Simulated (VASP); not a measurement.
CsCl, 2 atoms in the cell. The structure is cubic, space group Pm-3m (No. 221). Conventional cell: a = 4.305 Å, b = 4.305 Å, c = 4.305 Å, α = 90.00°, β = 90.00°, γ = 90.00°. Within 4.9 Å of Cs (site symmetry m-3m) lie 8 Cl at 3.73 Å and 6 Cs at 4.31 Å. Cl (site symmetry m-3m) has 8 Cs at 3.73 Å and 6 Cl at 4.31 Å within 4.9 Å.  This cell differs from its parent crystal: Rb replaced by Cs, lengths x 1.045, strained.

* Program: VASP 6.6.1
* Task: single point
* Functional: PBEsol
* Potentials or basis: VASP PAW PBE potentials, release 64 (Cs_sv, Cl)
* Cutoff: 500 eV
* k mesh: 6 × 6 × 6
* Occupations: gaussian, width 0.02 eV
* Spin: no spin polarisation
* Dipole correction: no
* Further INCAR settings: ALGO = Normal; EDIFF = 1e-06; NBANDS = 15

Potentials or basis: VASP PAW PBE potentials, release 64 (Cs_sv, Cl).

Run with:

```bash
$ cat potpaw_PBE.64/Cs_sv/POTCAR potpaw_PBE.64/Cl/POTCAR > POTCAR
$ mpirun -np 1 vasp_std > vasp.out
```

Hardware: 1 thread of Intel Xeon 8259CL, with other jobs on the host.

Problem. How long does it take, and how much memory?

Solution. It took 26 s on 1 thread of Intel Xeon 8259CL (shared host), peak memory 0.18 GiB. Counts: scf iterations 13, k points 20.
